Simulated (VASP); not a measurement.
Write the native input for VASP 6.6.1 that does the following.

- Task: single point
- Functional: PBE
- Potentials or basis: VASP PAW PBE potentials, release 64 (Lu)
- Cutoff: 520 eV
- k mesh: 11 × 11 × 11
- Occupations: fermi-dirac, width 0.1 eV
- Spin: no spin polarisation
- Dipole correction: no
- Further INCAR settings: ALGO = Normal; EDIFF = 1e-06; NBANDS = 18

The structure of Lu lies in POSCAR:

```
Lu
1.0
   -1.9505918332      1.9505918332      1.9505918332
    1.9505918332     -1.9505918332      1.9505918332
    1.9505918332      1.9505918332     -1.9505918332
Lu
1
Direct
    0.0000000000      0.0000000000      0.0000000000
```

This isn't the form of Lu at room conditions, which is hcp.

These files were run (other wordings do the same):

INCAR

```
  PREC = Accurate
  ENCUT = 520
  EDIFF = 1E-6
  ISMEAR = -1
  SIGMA = 0.1
  LREAL = False
  LASPH = True
  NELM = 80
  ALGO = Normal
  ISIF = 2
  LWAVE = False
  LCHARG = False
  GGA = PE
  NBANDS = 18
```

KPOINTS

```
Automatic mesh
0
Gamma
  11 11 11
```

Potentials or basis: VASP PAW PBE potentials, release 64 (Lu).

Run with:

```bash
$ cat potpaw_PBE.64/Lu/POTCAR > POTCAR
$ mpirun -np 1 vasp_std > vasp.out
```

Results of the run:

| Property | Result |
| --- | --- |
| Pressure | 0.1 GPa |
| Band gap on the k mesh | zero (an odd number of electrons rules out a gap without spin polarisation) |

Caveat: spin-orbit coupling is left out, which moves the levels of the heavy elements.

It took 20 s on 1 thread of Intel(R) Xeon(R) 6975P-C (Granite Rapids) (shared host), peak memory 0.18 GiB.
